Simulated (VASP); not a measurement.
# SiC (P6_3mc) in VASP: a series of runs

Runs on SiC. Level: PBEsol. Tasks: single point.

Program: VASP 6.6.1. These are calculated values, not measurements. Logs are shortened: lines on timing, memory, paths and dates and some standing lists are left out, and cuts for length are marked.

## (1) The cell of the first run

The structure is hexagonal, space group P6_3mc (No. 186). The conventional cell has a = 2.998 Å, b = 2.998 Å, c = 4.917 Å, α = 90.00°, β = 90.00°, γ = 120.00°. Within 2.4 Å of Si (site symmetry 3m) lie 4 C at 1.84 to 1.85 Å. C (site symmetry 3m) has 4 Si at 1.84 to 1.85 Å within 2.4 Å.

## (2) Single point, PBEsol

Contents of INCAR:

```
  PREC = Accurate
  ENCUT = 520
  EDIFF = 1E-7
  ISMEAR = -1
  SIGMA = 0.05
  LREAL = False
  LASPH = True
  NELM = 100
  ALGO = Normal
  ISIF = 2
  LWAVE = False
  LCHARG = False
  GGA = PS
  NBANDS = 16
```

Contents of KPOINTS:

```
regular mesh
0
Gamma
  10 10 5
```

Contents of POSCAR:

```
SiC
1.0
    2.9982676935      0.0000000000      0.0000000000
   -1.4991338468      2.5965759899      0.0000000000
    0.0000000000      0.0000000000      4.9168375859
Si C
2 2
Direct
    0.6666666667      0.3333333333      0.5046063793
    0.3333333333      0.6666666667      0.0046063793
    0.6666666667      0.3333333333      0.8803936207
    0.3333333333      0.6666666667      0.3803936207
```

Potentials or basis: VASP PAW PBE potentials, release 64 (Si, C).

On the command line:

```
> cat potpaw_PBE.64/Si/POTCAR potpaw_PBE.64/C/POTCAR > POTCAR
> mpirun -np 1 vasp_std > vasp.out
```

OUTCAR:

```text
PREC = Accurate
   ENCUT = 520
   EDIFF = 1E-7
   ISMEAR = -1
   LREAL = False
   LASPH = True
   NELM = 100
   ISIF = 2
   GGA = PS

 ion  position               nearest neighbor table
   1  0.667  0.333  0.505-   4 1.84   4 1.84   4 1.84   3 1.85   2 3.01   2 3.01   2 3.01   2 3.01
                             2 3.01   2 3.01
   2  0.333  0.667  0.005-   3 1.84   3 1.84   3 1.84   4 1.85   1 3.01   1 3.01   1 3.01   1 3.01
                             1 3.01   1 3.01
   3  0.667  0.333  0.880-   2 1.84   2 1.84   2 1.84   1 1.85
   4  0.333  0.667  0.380-   1 1.84   1 1.84   1 1.84   2 1.85

  LATTYP: Found a hexagonal cell.
 ALAT       =     2.9982676935
 C/A-ratio  =     1.6398927943

  Lattice vectors:

 A1 = (   2.9982676935,   0.0000000000,   0.0000000000)
 A2 = (  -1.4991338468,   2.5965759899,   0.0000000000)
 A3 = (   0.0000000000,   0.0000000000,   4.9168375859)

Analysis of symmetry for initial positions (statically):
=====================================================================
 Subroutine PRICEL returns:
 Original cell was already a primitive cell.

 Routine SETGRP: Setting up the symmetry group for a
 hexagonal supercell.

 Subroutine GETGRP returns: Found 12 space group operations
 (whereof  6 operations were pure point group operations)
 out of a pool of 24 trial point group operations.

The static configuration has the point symmetry C_3v.
 The point group associated with its full space group is C_6v.

Analysis of symmetry for dynamics (positions and initial velocities):
=====================================================================
 Subroutine PRICEL returns:
 Original cell was already a primitive cell.

 Routine SETGRP: Setting up the symmetry group for a
 hexagonal supercell.

 Subroutine GETGRP returns: Found 12 space group operations
 (whereof  6 operations were pure point group operations)
 out of a pool of 24 trial point group operations.

The dynamic configuration has the point symmetry C_3v.
 The point group associated with its full space group is C_6v.

 Subroutine INISYM returns: Found 12 space group operations
 (whereof  6 operations are pure point group operations),
 and found     1 'primitive' translations

----------------------------------------------------------------------------------------

                                     Primitive cell

  volume of cell :      38.2787

  direct lattice vectors                    reciprocal lattice vectors
     2.998267693  0.000000000  0.000000000     0.333525923  0.192561281  0.000000000
    -1.499133847  2.596575990  0.000000000     0.000000000  0.385122563  0.000000000
     0.000000000  0.000000000  4.916837586     0.000000000  0.000000000  0.203382760

  length of vectors
     2.998267693  2.998267694  4.916837586     0.385122563  0.385122563  0.203382760

  position of ions in fractional coordinates (direct lattice)
     0.666666667  0.333333333  0.504606379
     0.333333333  0.666666667  0.004606379
     0.666666667  0.333333333  0.880393621
     0.333333333  0.666666667  0.380393621

  ion indices of the primitive-cell ions
   primitive index   ion index
                 1           1
                 2           2
                 3           3
                 4           4

----------------------------------------------------------------------------------------

 KPOINTS: regular mesh

Automatic generation of k-mesh.
 Grid dimensions read from file:
 generate k-points for:   10   10    5

 Generating k-lattice:

  Cartesian coordinates                     Fractional coordinates (reciprocal lattice)
     0.033352592  0.019256128  0.000000000     0.100000000  0.000000000  0.000000000
     0.000000000  0.038512256  0.000000000     0.000000000  0.100000000  0.000000000
     0.000000000  0.000000000  0.040676552     0.000000000  0.000000000  0.200000000

  Length of vectors
     0.038512256  0.038512256  0.040676552

  Shift w.r.t. Gamma in fractional coordinates (k-lattice)
     0.000000000  0.000000000  0.000000000

 Subroutine IBZKPT returns following result:
 ===========================================

 Found     42 irreducible k-points:

 Following reciprocal coordinates:
            Coordinates               Weight
  0.000000  0.000000  0.000000      1.000000
  0.100000  0.000000  0.000000      6.000000
  0.200000  0.000000  0.000000      6.000000
  0.300000  0.000000  0.000000      6.000000
  0.400000  0.000000  0.000000      6.000000
  0.500000  0.000000  0.000000      3.000000
[... 16 lines left out ...]
  0.300000  0.100000  0.200000     24.000000
  0.400000  0.100000  0.200000     24.000000
 [... further k-points ...]
   k-points           NKPTS =     42   k-points in BZ     NKDIM =     42   number of bands    NBANDS=     16
   number of dos      NEDOS =    301   number of ions     NIONS =      4
   total plane-waves  NPLWV =  23040
   dimension x,y,z NGX =    24 NGY =   24 NGZ =   40
   dimension x,y,z NGXF=    48 NGYF=   48 NGZF=   80
   ions per type =               2   2
   NGX,Y,Z   is equivalent  to a cutoff of  13.31, 13.31, 13.52 a.u.
   NGXF,Y,Z  is equivalent  to a cutoff of  26.61, 26.61, 27.05 a.u.
 SYSTEM =  unknown system
   PREC   = accura    normal or accurate (medium, high low for compatibility)
   ISTART =      0    job   : 0-new  1-cont  2-samecut
   ICHARG =      2    charge: 1-file 2-atom 10-const
   ISPIN  =      1    spin polarized calculation?
   LNONCOLLINEAR =      F non collinear calculations
   LSORBIT =      F    spin-orbit coupling
   LASPH  =      T    aspherical Exc in radial PAW
   ENCUT  =  520.0 eV  38.22 Ry    6.18 a.u.   5.57  5.57  9.14*2*pi/ulx,y,z
   NELM   =    100;   NELMIN=  2; NELMDL= -5     # of ELM steps
   EDIFF  = 0.1E-06   stopping-criterion for ELM
   LREAL  =      F    real-space projection
   EDIFFG = 0.1E-05   stopping-criterion for IOM
   NSW    =      0    number of steps for IOM
   IBRION =     -1    ionic relax: 0-MD 1-quasi-New 2-CG
   NFREE  =      0    steps in history (QN), initial steepest desc. (CG)
   ISIF   =      2    stress and relaxation
   ISYM   =      2    0-nonsym 1-usesym 2-fastsym
   POTIM  = 0.5000    time-step for ionic-motion
   TEBEG  =    0.0;   TEEND  =   0.0 temperature during run
   PSTRESS=    0.0 pullay stress
   NELECT =      16.0000    total number of electrons
   NUPDOWN=      -1.0000    fix difference up-down
   EMIN   =  10.00;   EMAX   =-10.00  energy-range for DOS
   EFERMI =   0.00;   METHOD = LEGACY
   ISMEAR =    -1;   SIGMA  =   0.05  broadening in eV -4-tet -1-fermi 0-gaus
   EFERMI_NEDOS =   21; number of points for ismear=-14 and -15
   IALGO  =     38    algorithm
   IMIX   =      4    mixing-type and parameters
     AMIX     =   0.40;   BMIX     =  1.00
     AMIX_MAG =   1.60;   BMIX_MAG =  1.00
  volume/ion in A,a.u.               =       9.57        64.58
  Fermi-wavevector in a.u.,A,eV,Ry     =   1.224040  2.313101 20.385265  1.498275
  Thomas-Fermi vector in A             =   2.359129
   LORBIT       =      0    0 simple, 1 ext, 2 COOP (PROOUT), +10 PAW based schemes
   GGA     = PS    functional components
   LHFCALC =     F    Hartree Fock is set to
   AEXX    =    0.0000 exact exchange contribution
   IVDW    =     0    specifies the selected vdW correction
   LEPSILON=     F    determine dielectric tensor
   LRPA    =     F    only Hartree local field effects (RPA)
 non-spin polarized calculation
  energy-cutoff  :      520.00
  volume of cell :       38.28
 maximum number of plane-waves:      1050
 NGX is ok and might be reduce to    24
   NGX = 11   NGY = 11   NGZ = 19

 number of electron      15.9999998 magnetization

 Free energy of the ion-electron system (eV)
  ---------------------------------------------------
  ext. energy  EPLUGINS =         0.00000000
  ---------------------------------------------------
  free energy    TOTEN  =       -31.63298314 eV

  energy without entropy =      -31.63298314  energy(sigma->0) =      -31.63298314

 E-fermi :  10.0700     XC(G=0): -11.8359

 val. band max:        9.1123526025   @ k =   0.0000   0.0000   0.0000
 cond. band min:      11.2562601103   @ k =   0.3000   0.3000   0.0000
 fundamental gap:      2.1439075078
 Fermi energy:        10.0699674186

 k-point     1 :       0.0000    0.0000    0.0000
  band No.  band energies     occupation
      1      -7.1109      2.00000
      2      -3.2002      2.00000
      3      -0.1093      2.00000
      4       7.7524      2.00000
      5       7.7524      2.00000
      6       8.9999      2.00000
[... 8 lines left out ...]
     15      18.5602      0.00000
     16      20.8053      0.00000

 k-point     2 :       0.1000    0.0000    0.0000
  band No.  band energies     occupation
      1      -6.9260      2.00000
      2      -3.0430      2.00000
      3       0.0659      2.00000
      4       6.7696      2.00000
      5       7.4324      2.00000
      6       8.4739      2.00000
[... 8 lines left out ...]
     15      18.9685      0.00000
     16      19.4913      0.00000

 k-point     3 :       0.2000    0.0000    0.0000
  band No.  band energies     occupation
      1      -6.3776      2.00000
      2      -2.5913      2.00000
      3       0.5757      2.00000
      4       4.7690      2.00000
      5       6.7808      2.00000
      6       6.9884      2.00000
[... 8 lines left out ...]
     15      19.2932      0.00000
     16      19.6183      0.00000

 k-point     4 :       0.3000    0.0000    0.0000
  band No.  band energies     occupation
      1      -5.4910      2.00000
      2      -1.9453      2.00000
      3       1.3027      2.00000
      4       2.8013      2.00000
      5       5.2334      2.00000
      6       6.1643      2.00000
[... 8 lines left out ...]
     15      20.1207      0.00000
     16      21.1773      0.00000
[... 324 lines left out ...]
 k-point    22 :       0.2000    0.1000    0.2000
  band No.  band energies     occupation
      1      -5.6376      2.00000
      2      -2.9163      2.00000
      3       1.9381      2.00000
      4       4.0544      2.00000
      5       5.2357      2.00000
      6       6.1841      2.00000
[... 8 lines left out ...]
     15      19.8206      0.00000
     16      20.5519      0.00000

 k-point    23 :       0.3000    0.1000    0.2000
  band No.  band energies     occupation
      1      -4.6182      2.00000
      2      -2.1395      2.00000
      3       1.4398      2.00000
      4       3.4334      2.00000
      5       3.8183      2.00000
      6       5.3697      2.00000
[... 8 lines left out ...]
     15      20.7699      0.00000
     16      21.6273      0.00000

 k-point    24 :       0.4000    0.1000    0.2000
  band No.  band energies     occupation
      1      -3.4862      2.00000
      2      -1.8421      2.00000
      3       0.6550      2.00000
      4       2.2579      2.00000
      5       4.1771      2.00000
      6       5.1421      2.00000
[... 8 lines left out ...]
     15      21.2891      0.00000
     16      22.7690      0.00000

 [... further k-points ...]
[... 5 lines left out ...]
  --------------------------------------------------------------------------------------
  -------------------------------------------------------------------------------------
  Total        4.8790769      4.8790769      4.8790478     -0.0000000      0.0000000      0.0000000
  in kB      204.2165509    204.2165509    204.2153341     -0.0000000      0.0000000      0.0000000
  external PRESSURE =     204.2161453 kB  Pullay stress =       0.0000000 kB

 VOLUME and BASIS-vectors are now :
 -----------------------------------------------------------------------------
  energy-cutoff  :      520.00
  volume of cell :       38.28
      direct lattice vectors                 reciprocal lattice vectors
     2.998267693  0.000000000  0.000000000     0.333525923  0.192561281  0.000000000
    -1.499133847  2.596575990  0.000000000     0.000000000  0.385122563  0.000000000
     0.000000000  0.000000000  4.916837586     0.000000000  0.000000000  0.203382760

 POSITION                                       TOTAL-FORCE (eV/Angst)
 -----------------------------------------------------------------------------------
      1.49913      0.86553      2.48107         0.000000     -0.000000      0.001120
     -0.00000      1.73105      0.02265        -0.000000      0.000000      0.001120
      1.49913      0.86553      4.32875         0.000000     -0.000000     -0.001120
     -0.00000      1.73105      1.87033        -0.000000      0.000000     -0.001120
 -----------------------------------------------------------------------------------
    total drift:                                0.000000      0.000000      0.000112

  FREE ENERGIE OF THE ION-ELECTRON SYSTEM (eV)
  ---------------------------------------------------
  free  energy   TOTEN  =       -31.6329831383 eV

  energy  without entropy=      -31.6329831382  energy(sigma->0) =      -31.63298314
```

Wall time 33 s (1 thread of Intel Xeon 8259CL, shared host); peak memory 0.16 GiB.

What came out:

| Item | Value |
| --- | --- |
| Free energy | -31.6330 eV |
| Pressure | 20.4 GPa |
| Band gap on the k mesh | 2.14 eV (least direct gap 4.00 eV) |

Levels at points of the mesh, in eV from the valence-band top:
| k point | band 5 | band 6 | band 7 | band 8 | band 9 | band 10 | band 11 | band 12 |
| --- | --- | --- | --- | --- | --- | --- | --- | --- |
| (0.00, 0.00, 0.00) | -1.36 | -0.11 | 0.00 | 0.00 | 5.39 | 6.96 | 7.06 | 7.06 |
| (0.50, 0.00, 0.00) | -5.75 | -3.57 | -3.51 | -1.22 | 2.78 | 4.20 | 7.34 | 7.39 |

Caveat: the cell stands under pressure; the PAW data sets were made with another functional, which shifts forces and pressure a little; an odd mesh through Γ misses points on the zone boundary, where band edges can lie. A hybrid or GW would open this gap; PBEsol tends to underestimate it.

## (3) Single point, PBEsol

This run uses another cell than the first one, of 10.12 Å³/atom.

Contents of INCAR:

```
PREC = Accurate ; ENCUT = 520
EDIFF = 1E-7 ; ISMEAR = -1
SIGMA = 0.05 ; LREAL = False
LASPH = True ; NELM = 60
ALGO = Normal ; ISIF = 2
LWAVE = False ; LCHARG = False
GGA = PS ; NBANDS = 16
```

KPOINTS is that of step 2.

Contents of POSCAR:

```
SiC
1.0
    3.0540591660      0.0000000000      0.0000000000
   -1.5270295830      2.6448928224      0.0000000000
    0.0000000000      0.0000000000      5.0109018617
Si C
2 2
Direct
    0.6666666667      0.3333333333      0.5045980629
    0.3333333333      0.6666666667      0.0045980629
    0.6666666667      0.3333333333      0.8804019371
    0.3333333333      0.6666666667      0.3804019371
```

Potentials or basis: VASP PAW PBE potentials, release 64 (Si, C).

On the command line:

```
> cat potpaw_PBE.64/Si/POTCAR potpaw_PBE.64/C/POTCAR > POTCAR
> mpirun -np 1 vasp_std > vasp.out
```

Run time: 29 s. Hardware: 1 thread of Intel Xeon 8259CL, shared host; peak memory 0.16 GiB.

The run converged. Its results:

```
Free energy            : -31.8061 eV
Pressure               : 5.4 GPa
Band gap on the k mesh : 2.24 eV (least direct gap 3.89 eV)
```

Levels at points of the mesh, in eV from the valence-band top:
```csv
k point,band 5,band 6,band 7,band 8,band 9,band 10,band 11,band 12
"(0.00, 0.00, 0.00)",-1.33,-0.11,0.00,0.00,4.92,6.38,6.72,6.72
"(0.50, 0.00, 0.00)",-5.55,-3.41,-3.39,-1.21,2.69,4.14,6.96,7.13
```

Caveat: the cell stands under pressure; the PAW data sets were made with another functional, which shifts forces and pressure a little; an odd mesh through Γ misses points on the zone boundary, where band edges can lie.
